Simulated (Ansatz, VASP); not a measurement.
## BeTe in VASP and in Ansatz

The input INCAR:

```
SYSTEM = BeTe
PREC = Accurate
ENCUT = 520
EDIFF = 1E-6
ISMEAR = 0
SIGMA = 0.024
LREAL = .False.
LASPH = .True.
NELM = 100
ALGO = Normal
ISIF = 2
LWAVE = .False.
LCHARG = .False.
GGA = PE
NBANDS = 11
```

Contents of KPOINTS:

```
regular mesh
0
Gamma
  8 8 8
  0 0 0
```

Contents of POSCAR:

```
BeTe
1.0
    0.0000000000      2.7700000000      2.7700000000
    2.7700000000      0.0000000000      2.7700000000
    2.7700000000      2.7700000000      0.0000000000
Te Be
1 1
Direct
    0.7500000000      0.7500000000      0.7500000000
    0.0000000000      0.0000000000      0.0000000000
```

File input.yaml:

```yaml
crystal:
  lattice:
    - [0.0, 2.77, 2.77]
    - [2.77, 0.0, 2.77]
    - [2.77, 2.77, 0.0]
  atoms:
    - { symbol: Te, position: [0.75, 0.75, 0.75] }
    - { symbol: Be, position: [0.0, 0.0, 0.0] }
kpoints:
  mp_grid: { grid: [8, 8, 8] }
scf:
  occupations: { method: gaussian, width: 0.024 }
hamiltonian:
  xc: pbe
  pseudopotentials: { kind: all_electron, lapw: { basis_error: 0.001 } }
output:
  forces: true
  stress: true
  eigenvalues: true
```

Alike in both runs: task single point; functional PBE; k mesh 8 × 8 × 8; occupations gaussian, width 0.024 eV; no spin polarisation.

```csv
,VASP,Ansatz
version,VASP 6.6.1,Ansatz 0.2.0
potentials or method,"VASP PAW PBE potentials, release 64 (Te, Be), cutoff 520 eV","all-electron LAPW, scalar-relativistic"
```

VASP gave:

| Quantity | Value |
| --- | --- |
| gap on the k mesh at the Fermi level (eV) | 1.85 |
| least direct gap on the mesh (eV) | 3.56 |
| pressure (GPa) | 4.5 |

Question: Which values does Ansatz return?

Answer: gap on the k mesh at the Fermi level (eV): 1.86; least direct gap on the mesh (eV): 3.59; pressure (GPa): 4.3.

Ansatz ran all-electron here, and VASP with PAW potentials.

Neither program's run includes spin-orbit coupling.
